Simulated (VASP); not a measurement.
Wanted: the native input for a VASP 6.6.1 run.

- Task: relaxation of cell and atoms
- Functional: PBE
- Potentials or basis: VASP PAW PBE potentials, release 64 (C)
- Cutoff: 600 eV
- k mesh: 10 × 10 × 6
- Occupations: gaussian, width 0.02 eV
- Spin: no spin polarisation
- Dipole correction: no
- Further INCAR settings: ALGO = Normal; EDIFF = 1e-06; IBRION = 2; EDIFFG = -0.01; NSW = 100; ISIF = 3

The structure of C lies in POSCAR:

```
C
1.0
    2.8301380503      0.0000000000      0.0000000000
    0.0000000000      2.8301380503      0.0000000000
    0.0000000000      0.0000000000      4.6072539302
C
6
Direct
    0.0000000000      0.0000000000      0.2500000000
    0.0000000000      0.0000000000      0.7500000000
    0.6803183084      0.1866418905      0.5000000000
    0.3196816916      0.8133581095      0.5000000000
    0.8133581095      0.6803183084      0.0000000000
    0.1866418905      0.3196816916      0.0000000000
```

The cell was built from a structure type or drawn by symmetry, and may not be a known phase.

These files were run (other wordings do the same):

INCAR

```
SYSTEM = C
PREC = Accurate
ENCUT = 600
EDIFF = 1E-6
ISMEAR = 0
SIGMA = 0.02
LREAL = .FALSE.
LASPH = .TRUE.
NELM = 80
ALGO = Normal
ISIF = 3
LWAVE = .FALSE.
LCHARG = .FALSE.
GGA = PE
IBRION = 2
NSW = 100
EDIFFG = -0.01
```

KPOINTS

```
regular mesh
0
G
  10 10 6
  0 0 0
```

Potentials or basis: VASP PAW PBE potentials, release 64 (C).

Command:

```bash
$ cat potpaw_PBE.64/C/POTCAR > POTCAR
$ mpirun -np 1 vasp_std > vasp.out
```

It gave:

```json
{
 "Relaxed volume": "8.77 Å³/atom",
 "Relaxed cell": "a = 3.434 Å, b = 3.434 Å, c = 4.461 Å, α = 90.00°, β = 90.00°, γ = 90.00°",
 "Space group after relaxing (to 0.1 Å)": "P4_2/mmc (No. 131)",
 "Energy gained by relaxing": "589.4 meV/atom",
 "Ionic steps": "43",
 "Pressure after relaxing": "0.0 GPa",
 "Largest force after relaxing": "0.008 eV/Å",
 "Band gap on the k mesh": "0.65 eV (least direct gap 2.12 eV)"
}
```

Caveat: the volume moved by over 15 % at a fixed basis, so the end points are rough.

Run time: 30 min on 1 thread of Intel Xeon 8259CL (shared host), peak memory 0.21 GiB.
